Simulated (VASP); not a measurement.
# SnTe (I4/mmm) in VASP: a series of runs, part 2 of 2

VASP 6.6.1.

### Step 5. Electric field gradients, LDA (zz strain of +3 %)

INCAR

```
SYSTEM = SnTe
  PREC = Accurate
  ENCUT = 520
  EDIFF = 1E-8
  ISMEAR = -1
  SIGMA = 0.08
  LREAL = .False.
  LASPH = .True.
  NELM = 60
  ALGO = Normal
  ISIF = 2
  LWAVE = .False.
  LCHARG = .False.
  GGA = CA
  LEFG = .True.
  NBANDS = 17
```

KPOINTS

```
Automatic mesh
0
Gamma
  11 11 11
  0 0 0
```

POSCAR

```
SnTe
1.0
    0.0000000000      3.1565000000      3.2511950000
    3.1565000000      0.0000000000      3.2511950000
    3.1565000000      3.1565000000      0.0000000000
Sn Te
1 1
Direct
    0.0000000000      0.0000000000      0.0000000000
    0.5000000000      0.5000000000      0.5000000000
```

Potentials or basis: VASP PAW LDA potentials, release 64 (Sn_d, Te).

Command:

```sh
$ cat potpaw_LDA.64/Sn_d/POTCAR potpaw_LDA.64/Te/POTCAR > POTCAR
$ mpirun -np 1 vasp_std > vasp.out
```

OUTCAR:

```text
SYSTEM = SnTe
   PREC = Accurate
   ENCUT = 520
   EDIFF = 1E-8
   ISMEAR = -1
   LREAL = .False.
   LASPH = .True.
   NELM = 60
   ISIF = 2
   GGA = CA

 ion  position               nearest neighbor table
   1  0.000  0.000  0.000-   2 3.16   2 3.16   2 3.16   2 3.16   2 3.25   2 3.25
   2  0.500  0.500  0.500-   1 3.16   1 3.16   1 3.16   1 3.16   1 3.25   1 3.25

  LATTYP: Found a body centered tetragonal cell.
 ALAT       =     4.4639651096
 C/A-ratio  =     1.4566399692

  Lattice vectors:

[... 694 lines left out ...]
  ---------------------------------------------------
  free  energy   TOTEN  =        -8.7830943483 eV

  energy  without entropy=       -8.7812339285  energy(sigma->0) =       -8.78216414

 Electric field gradients (V/A^2)
---------------------------------------------------------------------
 ion       V_xx      V_yy      V_zz      V_xy      V_xz      V_yz
---------------------------------------------------------------------
   1     -21.715   -21.715    43.430    -0.002    -0.001    -0.001
   2      -4.595    -4.595     9.189    -0.000    -0.000    -0.000
---------------------------------------------------------------------

 Electric field gradients after diagonalization (V/A^2)
 (convention: |V_zz| > |V_xx| > |V_yy|)
----------------------------------------------------------------------
 ion       V_xx      V_yy      V_zz     asymmetry (V_yy - V_xx)/ V_zz
----------------------------------------------------------------------
   1     -21.717   -21.712    43.430       0.000
   2      -4.595    -4.595     9.189       0.000
----------------------------------------------------------------------

           NMR quadrupolar parameters

 Cq : quadrupolar parameter    Cq=e*Q*V_zz/h
 eta: asymmetry parameters     (V_yy - V_xx)/ V_zz
 Q  : nuclear electric quadrupole moment in mb (millibarn)
----------------------------------------------------------------------
 ion       Cq(MHz)       eta       Q (mb)
----------------------------------------------------------------------
   1       0.105       0.000       1.000
   2       0.022       0.000       1.000
----------------------------------------------------------------------
```

Wall time 56 s (1 thread of Intel Xeon 6975P-C (Granite Rapids), shared host); peak memory 0.27 GiB.

Results:

| Item | Value |
| --- | --- |
| Free energy | -8.7831 eV |
| Pressure | -2.8 GPa |
| Band gap on the k mesh | 0.37 eV |
| Largest electric field gradient by atom | Sn +43.4; Te +9.2 V/Å² |

Stress tensor (GPa, compression positive):
```
-1.74  0.00  0.00
 0.00 -1.74  0.00
 0.00  0.00 -4.76
```

Electric field gradients, principal values (V/Å²):
| atom | least | middle | greatest (by size) |
| --- | --- | --- | --- |
| 1 Sn | -21.712 | -21.717 | 43.430 |
| 2 Te | -4.595 | -4.595 | 9.189 |

Caveat: the cell differs from its parent crystal (zz strain of +3 %); without QUAD_EFG the Cq values of the log hold for a quadrupole moment of 1 mb, not for the nuclei; spin-orbit coupling is left out, which moves the levels of the heavy elements; an odd mesh through Γ misses points on the zone boundary, where band edges can lie.

### Step 6. Electric field gradients, LDA (equal xx and yy strain of -3 %)

INCAR

```
SYSTEM = SnTe
ALGO = Normal ; EDIFF = 1E-8
ENCUT = 520 ; ISIF = 2
ISMEAR = -1 ; LASPH = .True.
LCHARG = .False. ; LEFG = .True.
LREAL = .False. ; LWAVE = .False.
NBANDS = 17 ; NELM = 80
PREC = Accurate ; SIGMA = 0.08
```

KPOINTS

```
k-points
0
Gamma
  11 11 11
  0 0 0
```

POSCAR

```
SnTe
1.0
    0.0000000000      3.0618050000      3.1565000000
    3.0618050000      0.0000000000      3.1565000000
    3.0618050000      3.0618050000      0.0000000000
Sn Te
1 1
Direct
    0.0000000000      0.0000000000      0.0000000000
    0.5000000000      0.5000000000      0.5000000000
```

Potentials or basis: VASP PAW LDA potentials, release 64 (Sn_d, Te).

Command:

```sh
$ cat potpaw_LDA.64/Sn_d/POTCAR potpaw_LDA.64/Te/POTCAR > POTCAR
$ mpirun -np 1 vasp_std > vasp.out
```

OUTCAR:

```text
SYSTEM = SnTe
   EDIFF = 1E-8
   ENCUT = 520
   ISIF = 2
   ISMEAR = -1
   LASPH = .True.
   LREAL = .False.
   NELM = 80
   PREC = Accurate

 ion  position               nearest neighbor table
   1  0.000  0.000  0.000-   2 3.06   2 3.06   2 3.06   2 3.06   2 3.16   2 3.16
   2  0.500  0.500  0.500-   1 3.06   1 3.06   1 3.06   1 3.06   1 3.16   1 3.16

  LATTYP: Found a body centered tetragonal cell.
 ALAT       =     4.3300461563
 C/A-ratio  =     1.4579521262

  Lattice vectors:

 A1 = (  -3.0618050000,   0.0000000000,   3.1565000000)
 A2 = (   3.0618050000,   0.0000000000,   3.1565000000)
[... 693 lines left out ...]
  free  energy   TOTEN  =        -8.8097450056 eV

  energy  without entropy=       -8.8063105941  energy(sigma->0) =       -8.80802780

 Electric field gradients (V/A^2)
---------------------------------------------------------------------
 ion       V_xx      V_yy      V_zz      V_xy      V_xz      V_yz
---------------------------------------------------------------------
   1     -22.112   -22.112    44.224    -0.001    -0.000    -0.000
   2      -6.669    -6.669    13.337     0.000     0.000     0.000
---------------------------------------------------------------------

 Electric field gradients after diagonalization (V/A^2)
 (convention: |V_zz| > |V_xx| > |V_yy|)
----------------------------------------------------------------------
 ion       V_xx      V_yy      V_zz     asymmetry (V_yy - V_xx)/ V_zz
----------------------------------------------------------------------
   1     -22.113   -22.111    44.224       0.000
   2      -6.669    -6.668    13.337       0.000
----------------------------------------------------------------------

           NMR quadrupolar parameters

 Cq : quadrupolar parameter    Cq=e*Q*V_zz/h
 eta: asymmetry parameters     (V_yy - V_xx)/ V_zz
 Q  : nuclear electric quadrupole moment in mb (millibarn)
----------------------------------------------------------------------
 ion       Cq(MHz)       eta       Q (mb)
----------------------------------------------------------------------
   1       0.107       0.000       1.000
   2       0.032       0.000       1.000
----------------------------------------------------------------------
```

It took 45 s on 1 thread of Intel Xeon 6975P-C (Granite Rapids), shared host; peak memory 0.26 GiB.

What came out:

```
Free energy                             : -8.8097 eV
Pressure                                : 1.5 GPa
Band gap on the k mesh                  : 0.29 eV (least direct gap 0.37 eV)
Largest electric field gradient by atom : Sn +44.2; Te +13.3 V/Å²
```

Levels at points of the mesh, in eV from the valence-band top:
```tsv
k point	band 6	band 7	band 8	band 9	band 10	band 11	band 12	band 13	band 14	band 15
(0.00, 0.00, 0.00)	-13.15	-4.45	-2.29	-2.29	-1.95	3.00	3.77	3.77	4.64	4.86
```

Electric field gradients, principal values (V/Å²):
```tsv
atom	least	middle	greatest (by size)
1 Sn	-22.111	-22.113	44.224
2 Te	-6.668	-6.669	13.337
```

Caveat: the cell differs from its parent crystal (equal xx and yy strain of -3 %); without QUAD_EFG the Cq values of the log hold for a quadrupole moment of 1 mb, not for the nuclei; spin-orbit coupling is left out, which moves the levels of the heavy elements; an odd mesh through Γ misses points on the zone boundary, where band edges can lie.

### Step 7. Summary

```csv
cell,gap on the mesh (eV),pressure (GPa)
"a = 4.420, b = 4.420, c = 4.464 Å, angles 59.7, 59.7, 60.7°, 2 atoms",0.41,-0.7
"a = 4.486, b = 4.486, c = 4.464 Å, angles 60.2, 60.2, 59.7°, 2 atoms",0.41,-2.1
"a = 4.531, b = 4.531, c = 4.464 Å, angles 60.5, 60.5, 59.0°, 2 atoms",0.37,-2.8
"a = 4.398, b = 4.398, c = 4.330 Å, angles 60.5, 60.5, 59.0°, 2 atoms",0.29,1.5
```

Alike in all rows: task electric field gradients; level LDA; potentials or basis VASP PAW LDA potentials, release 64 (Sn_d, Te); no spin polarisation; k mesh 11 × 11 × 11; cutoff (eV) 520; smearing fermi-dirac 0.08 eV.

Caveats: spin-orbit coupling is left out, which moves the levels of the heavy elements; an odd mesh through Γ misses points on the zone boundary, where band edges can lie.

Total energies depend on the potentials used, so only differences within one code and one set of settings carry meaning.
